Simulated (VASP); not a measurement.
Wanted: the native input for a VASP 6.6.1 run.

```yaml
Task: single point
Functional: PBE
Potentials_or_basis: VASP PAW PBE potentials, release 64 (Li_sv, H)
Cutoff: 520 eV
k_mesh: 4 × 4 × 4
Occupations: gaussian, width 0.2 eV
Spin: no spin polarisation
Dipole_correction: no
Further_INCAR_settings: ALGO = Normal; EDIFF = 1e-06; NBANDS = 22
```

The structure of Li3H2 lies in POSCAR:

```
Li3H2
1.0
    0.0000000000      0.0000000000     -4.8246081605
    4.6861491805     -2.8029123207      0.0000000000
   -4.6861491805     -2.8029123207      0.0000000000
Li H
6 4
Direct
    0.4874431016      0.2023492684      0.2023492684
    0.9874431016      0.7976507316      0.7976507316
    0.4332002318      0.8446849009      0.4625647116
    0.9332002318      0.1553150991      0.5374352884
    0.9332002318      0.5374352884      0.1553150991
    0.4332002318      0.4625647116      0.8446849009
    0.5593782374      0.1840003151      0.5214178992
    0.0593782374      0.8159996849      0.4785821008
    0.0593782374      0.4785821008      0.8159996849
    0.5593782374      0.5214178992      0.1840003151
```

These files were run (other wordings do the same):

INCAR

```
PREC     = Accurate       # precision mode
ENCUT    = 520            # plane-wave cutoff, eV
EDIFF    = 1E-6           # SCF threshold, eV
ISMEAR   = 0              # smearing method
SIGMA    = 0.2            # smearing width, eV
LREAL    = False          # projectors in reciprocal space
LASPH    = True           # aspherical terms in the spheres
NELM     = 100            # most SCF steps
ALGO     = Normal         # electronic algorithm
ISIF     = 2              # what is computed and relaxed
LWAVE    = False          # write WAVECAR
LCHARG   = False          # write CHGCAR
GGA      = PE             # functional
NBANDS   = 22             # bands
```

KPOINTS

```
regular mesh
0
Gamma
  4 4 4
```

Potentials or basis: VASP PAW PBE potentials, release 64 (Li_sv, H).

Command:

```console
$ cat potpaw_PBE.64/Li_sv/POTCAR potpaw_PBE.64/H/POTCAR > POTCAR
$ mpirun -np 1 vasp_std > vasp.out
```

Results of the run:

```json
{
  "Largest force": "0.021 eV/Å",
  "Band gap on the k mesh": "zero (band 11 reaches 1.80 eV, above the bottom of band 12 at 0.40 eV)"
}
```

Wall time 41 s on 1 thread of Intel(R) Xeon(R) Platinum 8488C (Sapphire Rapids), on a shared host, peak memory 0.23 GiB.
